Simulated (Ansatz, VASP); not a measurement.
# Two plane-wave programs on SnSe3

File INCAR:

```
ALGO = Normal
EDIFF = 1E-7
EDIFFG = -0.01
ENCUT = 500
GGA = PE
GGA_COMPAT = False
IBRION = 2
ISIF = 3
ISMEAR = 0
LASPH = True
LCHARG = False
LREAL = False
LWAVE = False
NELM = 120
NELMIN = 4
NSW = 100
PREC = Accurate
SIGMA = 0.1
```

File KPOINTS:

```
k-points
0
Gamma
  12 12 10
```

POSCAR

```
SnSe3
1.0
    5.1275738172      0.0000000000      0.0000000000
   -2.5637869086      4.4406091855      0.0000000000
    0.0000000000      0.0000000000      5.3259814221
Sn Se
1 3
Direct
    0.0000000000      0.0000000000      0.0000000000
    0.0000000000      0.0000000000      0.5000000000
    0.3333333333      0.6666666667      0.0000000000
    0.6666666667      0.3333333333      0.0000000000
```

Input for Ansatz:

```yaml
crystal:
  lattice:
    - [5.1275738172, 0.0, 0.0]
    - [-2.5637869086, 4.4406091855, 0.0]
    - [0.0, 0.0, 5.3259814221]
  atoms:
    - { symbol: Sn, position: [0.0, 0.0, 0.0] }
    - { symbol: Se, position: [0.0, 0.0, 0.5] }
    - { symbol: Se, position: [0.3333333333, 0.6666666667, 0.0] }
    - { symbol: Se, position: [0.6666666667, 0.3333333333, 0.0] }
basis:
  ecutwfc: 420
kpoints:
  mp_grid: { grid: [12, 12, 10] }
hamiltonian:
  xc: pbe
scf:
  occupations: { method: gaussian, width: 0.1 }
output:
  forces: true
  stress: true
  eigenvalues: true
relax:
  adjacent_minimum: "off"
  f_tol: 0.01
  max_steps: 80
  cell: { stress_tol: 0.05 }
```

Alike in both runs: task relaxation of cell and atoms; functional PBE; k mesh 12 × 12 × 10; occupations gaussian, width 0.1 eV; no spin polarisation.

|  | VASP | Ansatz |
| --- | --- | --- |
| version | VASP 6.6.1 | Ansatz 0.2.0 |
| potentials or method | VASP PAW PBE potentials, release 64 (Sn_d, Se), cutoff 500 eV | scalar-relativistic, plane waves, PAW |
| valence electrons in the cell | 32 | 62 |

VASP gave:

| Property | Result |
| --- | --- |
| gap on the k mesh at the Fermi level, each at its own relaxed structure (eV) | none |
| relaxed volume (Å³/atom) | 30.13 |
| relaxed length of the cell vector where the two differ most in proportion (Å) | 5.112 |

Problem. What did Ansatz give for the same quantities?

Solution. gap on the k mesh at the Fermi level, each at its own relaxed structure (eV): none; relaxed volume (Å³/atom): 30.15; relaxed length of the cell vector where the two differ most in proportion (Å): 5.113.

A gap of «none» marks a metal or a gap that the smearing closes. VASP's potentials hold 32 valence electrons a cell and Ansatz's 62, so a difference there can come from the potentials and not from the codes.
